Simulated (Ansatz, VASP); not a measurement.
**Al in VASP and in Ansatz**

The input INCAR:

```
ALGO = Normal ; EDIFF = 1E-6
ENCUT = 500 ; GGA = PS
GGA_COMPAT = F ; ISIF = 2
ISMEAR = 0 ; LASPH = T
LCHARG = F ; LREAL = F
LWAVE = F ; NBANDS = 8
NELM = 120 ; PREC = Accurate
SIGMA = 0.15
```

File KPOINTS:

```
k-points
0
Gamma
  26 26 26
```

Contents of POSCAR:

```
Al
1.0
   -1.6064390039      1.6064390039      1.6064390039
    1.6064390039     -1.6064390039      1.6064390039
    1.6064390039      1.6064390039     -1.6064390039
Al
1
Direct
    0.0000000000      0.0000000000      0.0000000000
```

Input for Ansatz:

```yaml
crystal:
  lattice:
    - [-1.6064390039, 1.6064390039, 1.6064390039]
    - [1.6064390039, -1.6064390039, 1.6064390039]
    - [1.6064390039, 1.6064390039, -1.6064390039]
  atoms:
    - { symbol: Al, position: [0.0, 0.0, 0.0] }
basis:
  ecutwfc: 420
kpoints:
  mp_grid: { grid: [26, 26, 26] }
hamiltonian:
  xc: pbesol
scf:
  occupations: { method: gaussian, width: 0.15 }
  eigensolver: { kind: davidson }
output:
  forces: true
  eigenvalues: true
  stress: true
```

Alike in both runs: task single point; functional PBEsol; k mesh 26 × 26 × 26; occupations gaussian, width 0.15 eV; no spin polarisation.

|  | VASP | Ansatz |
| --- | --- | --- |
| version | VASP 6.6.1 | Ansatz 0.2.0 |
| potentials or method | VASP PAW PBE potentials, release 64 (Al), cutoff 500 eV | scalar-relativistic, plane waves, PAW |
| valence electrons in the cell | 3 | 3 |

Ansatz gave:

| Item | Value |
| --- | --- |
| gap on the k mesh at the Fermi level (eV) | none |
| pressure (GPa) | -0.1 |

**Question.** What did VASP give for the same quantities?

**Answer.** gap on the k mesh at the Fermi level (eV): none; pressure (GPa): 0.0.

VASP's potentials were made for PBE, not for PBEsol. A gap of «none» marks a metal or a gap that the smearing closes.
